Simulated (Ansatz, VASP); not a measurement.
One calculation of SnO2, two programs

File POSCAR:

```
SnO2
1.0
    0.0000000000      0.0000000000     -3.2007107590
   -4.7598182097      0.0000000000      0.0000000000
    0.0000000000     10.5201150501      0.0000000000
Sn O
4 8
Direct
    0.5000000000      0.5000000000      0.1823462171
    0.5000000000      0.5000000000      0.6348182197
    1.0000000000      0.0000000000      0.4085822184
    1.0000000000      0.0000000000      0.8610542211
    0.0000000000      0.6941376349      0.0945477436
    0.0000000000      0.6941376349      0.5470197462
    0.5000000000      0.1941376349      0.0439086893
    0.5000000000      0.1941376349      0.4963806919
    0.5000000000      0.8058623651      0.3207837449
    0.5000000000      0.8058623651      0.7732557476
    1.0000000000      0.3058623651      0.2701446906
    1.0000000000      0.3058623651      0.7226166933
```

The input INCAR.step1:

```
ALGO = Normal
EDIFF = 1E-4
ENCUT = 520
GGA = PE
ISMEAR = 0
LASPH = True
LCHARG = False
LREAL = False
LWAVE = True
NBANDS = 64
NELM = 80
PREC = Accurate
SIGMA = 0.05
```

INCAR.step2

```
ALGO = Normal
EDIFF = 1E-7
ENCUT = 520
ISIF = 2
ISMEAR = 0
ISTART = 1
LASPH = True
LCHARG = True
LELF = True
LMIXTAU = True
LREAL = False
LVHAR = True
LWAVE = False
METAGGA = R2SCAN
NBANDS = 64
NELM = 80
PREC = Accurate
SIGMA = 0.05
```

KPOINTS

```
k-points
0
Gamma
  8 6 3
```

Input for Ansatz:

```yaml
crystal:
  lattice:
    - [0.0, 0.0, -3.200710759]
    - [-4.7598182097, 0.0, 0.0]
    - [0.0, 10.5201150501, 0.0]
  atoms:
    - { symbol: Sn, position: [0.5, 0.5, 0.1823462171] }
    - { symbol: Sn, position: [0.5, 0.5, 0.6348182197] }
    - { symbol: Sn, position: [1.0, 0.0, 0.4085822184] }
    - { symbol: Sn, position: [1.0, 0.0, 0.8610542211] }
    - { symbol: O, position: [0.0, 0.6941376349, 0.0945477436] }
    - { symbol: O, position: [0.0, 0.6941376349, 0.5470197462] }
    - { symbol: O, position: [0.5, 0.1941376349, 0.0439086893] }
    - { symbol: O, position: [0.5, 0.1941376349, 0.4963806919] }
    - { symbol: O, position: [0.5, 0.8058623651, 0.3207837449] }
    - { symbol: O, position: [0.5, 0.8058623651, 0.7732557476] }
    - { symbol: O, position: [1.0, 0.3058623651, 0.2701446906] }
    - { symbol: O, position: [1.0, 0.3058623651, 0.7226166933] }
basis:
  ecutwfc: 500
kpoints:
  mp_grid: { grid: [8, 6, 3] }
hamiltonian:
  xc: r2scan
scf:
  occupations: { method: gaussian, width: 0.05 }
output:
  forces: true
  stress: true
  eigenvalues: true
  write_density: true
  write_potential: true
  elf: true
  volumetric_format: npy
```

Alike in both runs: task single point; functional r2SCAN; k mesh 8 × 6 × 3; occupations gaussian, width 0.05 eV; no spin polarisation.

```csv
,VASP,Ansatz
version,VASP 6.6.1,Ansatz 0.2.0
potentials or method,"VASP PAW PBE potentials, release 64 (Sn_d, O), cutoff 520 eV","scalar-relativistic, plane waves, PAW"
valence electrons in the cell,104,104
```

Ansatz gave:

| Property | Result |
| --- | --- |
| gap on the k mesh at the Fermi level (eV) | none |
| pressure (GPa) | -3.8 |
| traceless stress, the component that is largest in VASP (GPa) | -7.24 |
| rms of the force components (eV/Å) | 1.157 |

What did VASP give for the same quantities?

gap on the k mesh at the Fermi level (eV): none; pressure (GPa): -2.9; traceless stress, the component that is largest in VASP (GPa): -7.40; rms of the force components (eV/Å): 1.173.

VASP's potentials were made for PBE, not for r2SCAN. Atom by atom the forces differ by 0.035 eV/Å (rms over components). A gap of «none» marks a metal or a gap that the smearing closes. The functional is the same, so the differences come from potentials, cutoffs and numerics.
